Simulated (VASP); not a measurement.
# Ge in VASP: notebook

Runs on Ge. Level: LDA. Tasks: single point.

All numbers are computed with VASP 6.6.1; they aren't measurements. Logs are shortened: lines on timing, memory, paths and dates and some standing lists are left out, and cuts for length are marked.

## Step 1: The cell of the first run

The cell holds a slab with vacuum, 2 atoms: a = 3.704 Å, b = 3.704 Å, c = 28.000 Å, α = 90.00°, β = 90.00°, γ = 120.00°.

## Step 2: Single point, LDA

Contents of INCAR:

```
ALGO     = Normal         # electronic algorithm
DIPOL    = 0.5 0.5 0.500
EDIFF    = 1E-6           # SCF threshold, eV
ENCUT    = 520            # plane-wave cutoff, eV
GGA      = CA             # functional
IDIPOL   = 3            
ISIF     = 2              # what is computed and relaxed
ISMEAR   = 0              # smearing method
LASPH    = True           # aspherical terms in the spheres
LCHARG   = True           # write CHGCAR
LDIPOL   = True         
LELF     = True           # ELF
LREAL    = False          # projectors in reciprocal space
LVACPOTAV= True         
LVHAR    = True         
LWAVE    = False          # write WAVECAR
NBANDS   = 21             # bands
NELM     = 100            # most SCF steps
PREC     = Accurate       # precision mode
SIGMA    = 0.1            # smearing width, eV
```

Contents of KPOINTS:

```
k-points
0
Gamma
  12 12 1
```

Contents of POSCAR:

```
Ge
1.0
    3.7040000000      0.0000000000      0.0000000000
   -1.8520000000      3.2077580956      0.0000000000
    0.0000000000      0.0000000000     28.0000000000
Ge
2
Direct
    0.3333333333      0.6666666667      0.5051071429
    0.6666666667      0.3333333333      0.4948928571
```

Potentials or basis: VASP PAW LDA potentials, release 64 (Ge_d).

Run with:

```sh
cat potpaw_LDA.64/Ge_d/POTCAR > POTCAR
mpirun -np 1 vasp_std > vasp.out
```

OUTCAR:

```text
EDIFF = 1E-6
   ENCUT = 520
   GGA = CA
   ISIF = 2
   ISMEAR = 0
   LASPH = True
   LREAL = False
   NELM = 100
   PREC = Accurate

 ion  position               nearest neighbor table
   1  0.333  0.667  0.505-   2 2.16   2 2.16   2 2.16
   2  0.667  0.333  0.495-   1 2.16   1 2.16   1 2.16

  LATTYP: Found a hexagonal cell.
 ALAT       =     3.7040000000
 C/A-ratio  =     7.5593952484

  Lattice vectors:

 A1 = (   3.7040000000,   0.0000000000,   0.0000000000)
 A2 = (  -1.8520000000,   3.2077580956,   0.0000000000)
 A3 = (   0.0000000000,   0.0000000000,  28.0000000000)

Analysis of symmetry for initial positions (statically):
=====================================================================
 Subroutine PRICEL returns:
 Original cell was already a primitive cell.

 Routine SETGRP: Setting up the symmetry group for a
 hexagonal supercell.

 Subroutine GETGRP returns: Found 12 space group operations
 (whereof 12 operations were pure point group operations)
 out of a pool of 24 trial point group operations.

The static configuration has the point symmetry D_3d.

Analysis of symmetry for dynamics (positions and initial velocities):
=====================================================================
 Subroutine PRICEL returns:
 Original cell was already a primitive cell.

 Routine SETGRP: Setting up the symmetry group for a
 hexagonal supercell.

 Subroutine GETGRP returns: Found 12 space group operations
 (whereof 12 operations were pure point group operations)
 out of a pool of 24 trial point group operations.

The dynamic configuration has the point symmetry D_3d.

 Subroutine INISYM returns: Found 12 space group operations
 (whereof 12 operations are pure point group operations),
 and found     1 'primitive' translations

----------------------------------------------------------------------------------------

                                     Primitive cell

  volume of cell :     332.6830

  direct lattice vectors                    reciprocal lattice vectors
     3.704000000  0.000000000  0.000000000     0.269978402  0.155872103  0.000000000
    -1.852000000  3.207758096  0.000000000     0.000000000  0.311744206  0.000000000
     0.000000000  0.000000000 28.000000000     0.000000000  0.000000000  0.035714286

  length of vectors
     3.704000000  3.704000000 28.000000000     0.311744206  0.311744206  0.035714286

  position of ions in fractional coordinates (direct lattice)
     0.333333333  0.666666667  0.505107143
     0.666666667  0.333333333  0.494892857

  ion indices of the primitive-cell ions
   primitive index   ion index
                 1           1
                 2           2

----------------------------------------------------------------------------------------

 KPOINTS: k-points

Automatic generation of k-mesh.
 Grid dimensions read from file:
 generate k-points for:   12   12    1

 Generating k-lattice:

  Cartesian coordinates                     Fractional coordinates (reciprocal lattice)
     0.022498200  0.012989342  0.000000000     0.083333333  0.000000000  0.000000000
     0.000000000  0.025978684  0.000000000     0.000000000  0.083333333  0.000000000
     0.000000000  0.000000000  0.035714286     0.000000000  0.000000000  1.000000000

  Length of vectors
     0.025978684  0.025978684  0.035714286

  Shift w.r.t. Gamma in fractional coordinates (k-lattice)
     0.000000000  0.000000000  0.000000000

 Subroutine IBZKPT returns following result:
 ===========================================

 Found     19 irreducible k-points:

 Following reciprocal coordinates:
            Coordinates               Weight
  0.000000  0.000000  0.000000      1.000000
  0.083333  0.000000  0.000000      6.000000
  0.166667  0.000000  0.000000      6.000000
  0.250000  0.000000  0.000000      6.000000
  0.333333 -0.000000  0.000000      6.000000
  0.416667  0.000000  0.000000      6.000000
[... 11 lines left out ...]
  0.333333  0.250000  0.000000     12.000000
  0.333333  0.333333  0.000000      2.000000
   k-points           NKPTS =     19   k-points in BZ     NKDIM =     19   number of bands    NBANDS=     21
   number of dos      NEDOS =    301   number of ions     NIONS =      2
   total plane-waves  NPLWV = 164640
   dimension x,y,z NGX =    28 NGY =   28 NGZ =  210
   dimension x,y,z NGXF=    56 NGYF=   56 NGZF=  420
   ions per type =               2
   NGX,Y,Z   is equivalent  to a cutoff of  12.57, 12.57, 12.47 a.u.
   NGXF,Y,Z  is equivalent  to a cutoff of  25.13, 25.13, 24.94 a.u.
 SYSTEM =  unknown system
   PREC   = accura    normal or accurate (medium, high low for compatibility)
   ISTART =      0    job   : 0-new  1-cont  2-samecut
   ICHARG =      2    charge: 1-file 2-atom 10-const
   ISPIN  =      1    spin polarized calculation?
   LNONCOLLINEAR =      F non collinear calculations
   LSORBIT =      F    spin-orbit coupling
   LASPH  =      T    aspherical Exc in radial PAW
   ENCUT  =  520.0 eV  38.22 Ry    6.18 a.u.   6.89  6.89 52.06*2*pi/ulx,y,z
   NELM   =    100;   NELMIN=  2; NELMDL= -5     # of ELM steps
   EDIFF  = 0.1E-05   stopping-criterion for ELM
   LREAL  =      F    real-space projection
   EDIFFG = 0.1E-04   stopping-criterion for IOM
   NSW    =      0    number of steps for IOM
   IBRION =     -1    ionic relax: 0-MD 1-quasi-New 2-CG
   NFREE  =      0    steps in history (QN), initial steepest desc. (CG)
   ISIF   =      2    stress and relaxation
   ISYM   =      2    0-nonsym 1-usesym 2-fastsym
   POTIM  = 0.5000    time-step for ionic-motion
   TEBEG  =    0.0;   TEEND  =   0.0 temperature during run
   PSTRESS=    0.0 pullay stress
   NELECT =      28.0000    total number of electrons
   NUPDOWN=      -1.0000    fix difference up-down
   EMIN   =  10.00;   EMAX   =-10.00  energy-range for DOS
   EFERMI =   0.00;   METHOD = LEGACY
   ISMEAR =     0;   SIGMA  =   0.10  broadening in eV -4-tet -1-fermi 0-gaus
   EFERMI_NEDOS =   21; number of points for ismear=-14 and -15
   IALGO  =     38    algorithm
   IMIX   =      4    mixing-type and parameters
     AMIX     =   0.40;   BMIX     =  1.00
     AMIX_MAG =   1.60;   BMIX_MAG =  1.00
  volume/ion in A,a.u.               =     166.34      1122.53
  Fermi-wavevector in a.u.,A,eV,Ry     =   0.717437  1.355760  7.003141  0.514716
  Thomas-Fermi vector in A             =   1.806117
   LORBIT       =      0    0 simple, 1 ext, 2 COOP (PROOUT), +10 PAW based schemes
   GGA     = CA    functional components
   LHFCALC =     F    Hartree Fock is set to
   AEXX    =    0.0000 exact exchange contribution
   IVDW    =     0    specifies the selected vdW correction
   LEPSILON=     F    determine dielectric tensor
   LRPA    =     F    only Hartree local field effects (RPA)
 non-spin polarized calculation
 Gauss-broadening in eV      SIGMA  =   0.10
  energy-cutoff  :      520.00
  volume of cell :      332.68
 maximum number of plane-waves:      9002
 NGX is ok and might be reduce to    28
   NGX = 13   NGY = 13   NGZ =105

 number of electron      27.9999985 magnetization

 dipolmoment           0.000000      0.000000     -0.000000 electrons x Angstroem

 Free energy of the ion-electron system (eV)
  ---------------------------------------------------
  ext. energy  EPLUGINS =         0.00000000
  ---------------------------------------------------
  free energy    TOTEN  =        -8.47309030 eV

  energy without entropy =       -8.47152310  energy(sigma->0) =       -8.47230670

 E-fermi :  -3.2672     XC(G=0):  -1.7821

 val. band max:       -3.2672188156   @ k =   0.3333   0.3333   0.0000
 cond. band min:      -3.2672188127   @ k =   0.3333   0.3333   0.0000
 fundamental gap:      0.0000000029
 Fermi energy:        -3.2672188144

 k-point     1 :       0.0000    0.0000    0.0000
  band No.  band energies     occupation
      1     -28.5654      2.00000
      2     -28.5575      2.00000
      3     -28.5575      2.00000
      4     -28.4770      2.00000
      5     -28.4770      2.00000
      6     -28.1754      2.00000
[... 13 lines left out ...]
     20       1.2285      0.00000
     21       1.6302      0.00000

 k-point     2 :       0.0833    0.0000    0.0000
  band No.  band energies     occupation
      1     -28.5814      2.00000
      2     -28.5807      2.00000
      3     -28.5665      2.00000
      4     -28.4648      2.00000
      5     -28.4611      2.00000
      6     -28.1782      2.00000
[... 13 lines left out ...]
     20       1.3292      0.00000
     21       1.7308      0.00000

 k-point     3 :       0.1667    0.0000    0.0000
  band No.  band energies     occupation
      1     -28.6259      2.00000
      2     -28.6248      2.00000
      3     -28.5706      2.00000
      4     -28.4523      2.00000
      5     -28.4317      2.00000
      6     -28.1964      2.00000
[... 13 lines left out ...]
     20       2.0299      0.00000
     21       2.0980      0.00000

 k-point     4 :       0.2500    0.0000    0.0000
  band No.  band energies     occupation
      1     -28.6709      2.00000
      2     -28.6694      2.00000
      3     -28.5743      2.00000
      4     -28.4504      2.00000
      5     -28.3999      2.00000
      6     -28.2237      2.00000
[... 13 lines left out ...]
     20       2.5357      0.00000
     21       2.7683      0.00000

 k-point     5 :       0.3333   -0.0000    0.0000
  band No.  band energies     occupation
      1     -28.7094      2.00000
      2     -28.7041      2.00000
      3     -28.5766      2.00000
      4     -28.4547      2.00000
      5     -28.3683      2.00000
      6     -28.2527      2.00000
[... 13 lines left out ...]
     20       3.2327      0.00000
     21       3.4581      0.00000

 k-point     6 :       0.4167    0.0000    0.0000
  band No.  band energies     occupation
      1     -28.7345      2.00000
      2     -28.7261      2.00000
      3     -28.5775      2.00000
      4     -28.4596      2.00000
      5     -28.3386      2.00000
      6     -28.2806      2.00000
[... 13 lines left out ...]
     20       4.0708      0.00000
     21       4.2925      0.00000

 k-point     7 :       0.5000    0.0000    0.0000
  band No.  band energies     occupation
      1     -28.7433      2.00000
      2     -28.7336      2.00000
      3     -28.5777      2.00000
      4     -28.4616      2.00000
      5     -28.3167      2.00000
      6     -28.3019      2.00000
[... 13 lines left out ...]
     20       4.5391      0.00000
     21       4.8825      0.00000
[... 171 lines left out ...]
      1     -28.8038      2.00000
      2     -28.6552      2.00000
      3     -28.5827      2.00000
      4     -28.4629      2.00000
      5     -28.3339      2.00000
      6     -28.2784      2.00000
[... 13 lines left out ...]
     20       4.0731      0.00000
     21       4.2446      0.00000

 k-point    16 :       0.4167    0.1667    0.0000
  band No.  band energies     occupation
      1     -28.8143      2.00000
      2     -28.6566      2.00000
      3     -28.5832      2.00000
      4     -28.4656      2.00000
      5     -28.3149      2.00000
      6     -28.2968      2.00000
[... 13 lines left out ...]
     20       4.8417      0.00000
     21       5.1087      0.00000

 k-point    17 :       0.2500    0.2500    0.0000
  band No.  band energies     occupation
      1     -28.8130      2.00000
      2     -28.6380      2.00000
      3     -28.5863      2.00000
      4     -28.4632      2.00000
      5     -28.3379      2.00000
      6     -28.2717      2.00000
[... 13 lines left out ...]
     20       3.8104      0.00000
     21       3.9719      0.00000

 k-point    18 :       0.3333    0.2500    0.0000
  band No.  band energies     occupation
      1     -28.8341      2.00000
      2     -28.6280      2.00000
      3     -28.5910      2.00000
      4     -28.4685      2.00000
      5     -28.3166      2.00000
      6     -28.2906      2.00000
[... 13 lines left out ...]
     20       4.7613      0.00000
     21       4.9738      0.00000

 k-point    19 :       0.3333    0.3333    0.0000
  band No.  band energies     occupation
      1     -28.8447      2.00000
      2     -28.6058      2.00000
      3     -28.6058      2.00000
      4     -28.4711      2.00000
      5     -28.3026      2.00000
      6     -28.3026      2.00000
[... 13 lines left out ...]
     20       4.6451      0.00000
     21       4.6451      0.00000

------------------------ aborting loop because EDIFF is reached ----------------------------------------

  FORCE on cell =-STRESS in cart. coord.  units (eV):
  Direction    XX          YY          ZZ          XY          YZ          ZX
  --------------------------------------------------------------------------------------
  -------------------------------------------------------------------------------------
  Total        8.1352142      8.1352142      0.2561820      0.0000000     -0.0000000     -0.0000000
  in kB       39.1786037     39.1786037      1.2337538      0.0000000     -0.0000000     -0.0000000
  external PRESSURE =      26.5303204 kB  Pullay stress =       0.0000000 kB

 VOLUME and BASIS-vectors are now :
 -----------------------------------------------------------------------------
  energy-cutoff  :      520.00
  volume of cell :      332.68
      direct lattice vectors                 reciprocal lattice vectors
     3.704000000  0.000000000  0.000000000     0.269978402  0.155872103  0.000000000
    -1.852000000  3.207758096  0.000000000     0.000000000  0.311744206  0.000000000
     0.000000000  0.000000000 28.000000000     0.000000000  0.000000000  0.035714286

 POSITION                                       TOTAL-FORCE (eV/Angst)
 -----------------------------------------------------------------------------------
     -0.00000      2.13851     14.14300        -0.000000     -0.000000      0.926403
      1.85200      1.06925     13.85700         0.000000      0.000000     -0.926403
 -----------------------------------------------------------------------------------
    total drift:                                0.000000      0.000000     -0.000000

  FREE ENERGIE OF THE ION-ELECTRON SYSTEM (eV)
  ---------------------------------------------------
  free  energy   TOTEN  =        -8.4730902965 eV

  energy  without entropy=       -8.4715231032  energy(sigma->0) =       -8.47230670

 vacuum level on the upper side and lower side of the slab         1.239         1.239
```

Run time: 3.9 min. Hardware: 1 thread of AMD EPYC 7R43 (Zen 3), shared host; peak memory 0.32 GiB.

Results:

```
Free energy            : -8.4731 eV
Largest force          : 0.926 eV/Å
Band gap on the k mesh : zero (filled and empty bands touch)
```

Forces on the atoms (eV/Å):
```
Ge   0.000  0.000  0.926
Ge   0.000  0.000 -0.926
```

Levels at points of the mesh, in eV from the Fermi level:
| k point | band 11 | band 12 | band 13 | band 14 | band 15 | band 16 | band 17 | band 18 |
| --- | --- | --- | --- | --- | --- | --- | --- | --- |
| (0.00, 0.00, 0.00) | -13.35 | -3.89 | -1.05 | -1.05 | 1.65 | 2.71 | 4.05 | 4.05 |
| (0.50, 0.00, 0.00) | -10.70 | -8.79 | -3.16 | -1.26 | 0.81 | 1.30 | 6.11 | 6.60 |

## Step 3: Single point, LDA

Contents of INCAR:

```
SYSTEM = Ge
  ALGO = Normal
  DIPOL = 0.5 0.5 0.500
  EDIFF = 1E-6
  ENCUT = 520
  GGA = CA
  IDIPOL = 3
  ISIF = 2
  ISMEAR = 0
  LASPH = .TRUE.
  LCHARG = .FALSE.
  LDIPOL = .TRUE.
  LREAL = .FALSE.
  LWAVE = .FALSE.
  NBANDS = 21
  NELM = 60
  PREC = Accurate
  SIGMA = 0.1
```

Contents of KPOINTS:

```
k-points
0
G
  12 12 1
  0 0 0
```

Contents of POSCAR:

```
Ge
1.0
    3.7040000000      0.0000000000      0.0000000000
   -1.8520000000      3.2077580956      0.0000000000
    0.0000000000      0.0000000000     28.0000000000
Ge
2
Direct
    0.3333333333      0.6666666667      0.5101964286
    0.6666666667      0.3333333333      0.4898035714
```

Potentials or basis: VASP PAW LDA potentials, release 64 (Ge_d).

Run with:

```sh
cat potpaw_LDA.64/Ge_d/POTCAR > POTCAR
mpirun -np 1 vasp_std > vasp.out
```

OUTCAR:

```text
SYSTEM = Ge
   EDIFF = 1E-6
   ENCUT = 520
   GGA = CA
   ISIF = 2
   ISMEAR = 0
   LASPH = .TRUE.
   LREAL = .FALSE.
   NELM = 60
   PREC = Accurate

 ion  position               nearest neighbor table
   1  0.333  0.667  0.510-   2 2.21   2 2.21   2 2.21
   2  0.667  0.333  0.490-   1 2.21   1 2.21   1 2.21

  LATTYP: Found a hexagonal cell.
 ALAT       =     3.7040000000
 C/A-ratio  =     7.5593952484

  Lattice vectors:

 A1 = (   3.7040000000,   0.0000000000,   0.0000000000)
 A2 = (  -1.8520000000,   3.2077580956,   0.0000000000)
[... 639 lines left out ...]

  FORCE on cell =-STRESS in cart. coord.  units (eV):
  Direction    XX          YY          ZZ          XY          YZ          ZX
  --------------------------------------------------------------------------------------
  -------------------------------------------------------------------------------------
  Total        6.2001362      6.2001362      0.4899944      0.0000000      0.0000000      0.0000000
  in kB       29.8594079     29.8594079      2.3597778      0.0000000      0.0000000      0.0000000
  external PRESSURE =      20.6928645 kB  Pullay stress =       0.0000000 kB

 VOLUME and BASIS-vectors are now :
 -----------------------------------------------------------------------------
  energy-cutoff  :      520.00
  volume of cell :      332.68
      direct lattice vectors                 reciprocal lattice vectors
     3.704000000  0.000000000  0.000000000     0.269978402  0.155872103  0.000000000
    -1.852000000  3.207758096  0.000000000     0.000000000  0.311744206  0.000000000
     0.000000000  0.000000000 28.000000000     0.000000000  0.000000000  0.035714286

 POSITION                                       TOTAL-FORCE (eV/Angst)
 -----------------------------------------------------------------------------------
     -0.00000      2.13851     14.28550        -0.000000      0.000000      0.877978
      1.85200      1.06925     13.71450         0.000000      0.000000     -0.877978
 -----------------------------------------------------------------------------------
    total drift:                                0.000000      0.000000     -0.000000

  FREE ENERGIE OF THE ION-ELECTRON SYSTEM (eV)
  ---------------------------------------------------
  free  energy   TOTEN  =        -8.7600162624 eV

  energy  without entropy=       -8.7584490420  energy(sigma->0) =       -8.75923265

 vacuum level on the upper side and lower side of the slab         1.208         1.208
```

OSZICAR:

```text
N       E                     dE             d eps       ncg     rms          rms(c)
DAV:   1     0.164292699540E+03    0.16429E+03   -0.14402E+04   950   0.140E+03
DAV:   2     0.982607017254E+01   -0.15447E+03   -0.14891E+03  1041   0.275E+02
DAV:   3    -0.834406690171E+01   -0.18170E+02   -0.18099E+02  1054   0.116E+02
DAV:   4    -0.913339838839E+01   -0.78933E+00   -0.78879E+00  1010   0.276E+01
[... 12 lines left out ...]
DAV:  17    -0.875998591844E+01   -0.36025E-04   -0.17317E-06   815   0.156E-02    0.824E-04
DAV:  18    -0.876000334597E+01   -0.17428E-04   -0.66110E-07   704   0.315E-03    0.704E-04
DAV:  19    -0.876001229880E+01   -0.89528E-05   -0.26639E-07   749   0.482E-03    0.267E-04
DAV:  20    -0.876001567002E+01   -0.33712E-05   -0.40728E-08   701   0.176E-03    0.552E-04
DAV:  21    -0.876001626238E+01   -0.59236E-06   -0.95800E-09   683   0.117E-03
   1 F= -.87600163E+01 E0= -.87592327E+01  d E =-.156722E-02
```

It took 3.8 min on 1 thread of AMD EPYC 7R43 (Zen 3), shared host; peak memory 0.32 GiB.

What came out:

| Item | Value |
| --- | --- |
| Free energy | -8.7600 eV |
| Largest force | 0.878 eV/Å |
| Band gap on the k mesh | zero (filled and empty bands touch) |

Forces in eV/Å, atoms in the order of the input:
```
Ge   0.000  0.000  0.878
Ge   0.000  0.000 -0.878
```

[end of part 1 of 2]
